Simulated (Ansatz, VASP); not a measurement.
# One calculation of C, two programs

Contents of INCAR:

```
PREC = Accurate ; ENCUT = 520
EDIFF = 1E-7 ; ISMEAR = 0
SIGMA = 0.15 ; LREAL = F
LASPH = T ; NELM = 80
ALGO = Normal ; ISIF = 2
LWAVE = F ; LCHARG = F
GGA = PE ; IVDW = 12
NBANDS = 16
```

The input KPOINTS:

```
regular mesh
0
Gamma
  24 24 8
```

File POSCAR:

```
C
1.0
    2.5635788521      0.0000000000      0.0000000000
   -1.2817894260      2.2201244105      0.0000000000
    0.0000000000      0.0000000000      6.4688953255
C
4
Direct
    0.0000000000      0.0000000000      0.0025000000
    0.0000000000      0.0000000000      0.5025000000
    0.3333333333      0.6666666667      0.0025000000
    0.6666666667      0.3333333333      0.5025000000
```

Input for Ansatz:

```yaml
crystal:
  lattice:
    - [2.5635788521, 0.0, 0.0]
    - [-1.281789426, 2.2201244105, 0.0]
    - [0.0, 0.0, 6.4688953255]
  atoms:
    - { symbol: C, position: [0.0, 0.0, 0.0025] }
    - { symbol: C, position: [0.0, 0.0, 0.5025] }
    - { symbol: C, position: [0.3333333333, 0.6666666667, 0.0025] }
    - { symbol: C, position: [0.6666666667, 0.3333333333, 0.5025] }
basis:
  ecutwfc: 420
kpoints:
  mp_grid: { grid: [24, 24, 8] }
hamiltonian:
  xc: pbe
  dispersion: d3bj
scf:
  occupations: { method: gaussian, width: 0.15 }
output:
  forces: true
  stress: true
  eigenvalues: true
```

Change from the starting cell: strain +0.040 along x and y, -0.040 along z, atoms carried along.

Alike in both runs: task single point; functional PBE; dispersion D3(BJ); k mesh 24 × 24 × 8; occupations gaussian, width 0.15 eV; no spin polarisation.

```csv
,VASP,Ansatz
version,VASP 6.6.1,Ansatz 0.2.0
potentials or method,"VASP PAW PBE potentials, release 64 (C), cutoff 520 eV","scalar-relativistic, plane waves, PAW"
valence electrons in the cell,16,16
```

VASP gave:

| Quantity | Value |
| --- | --- |
| gap on the k mesh at the Fermi level (eV) | none |
| pressure (GPa) | -28.5 |
| traceless stress, the component that is largest in VASP (GPa) | 30.40 |

Q: Which values does Ansatz return?

A: gap on the k mesh at the Fermi level (eV): none; pressure (GPa): -28.8; traceless stress, the component that is largest in VASP (GPa): 30.80.

A gap of «none» marks a metal or a gap that the smearing closes. Both programs put the cell under strong tension, so it lies far from rest at this level.
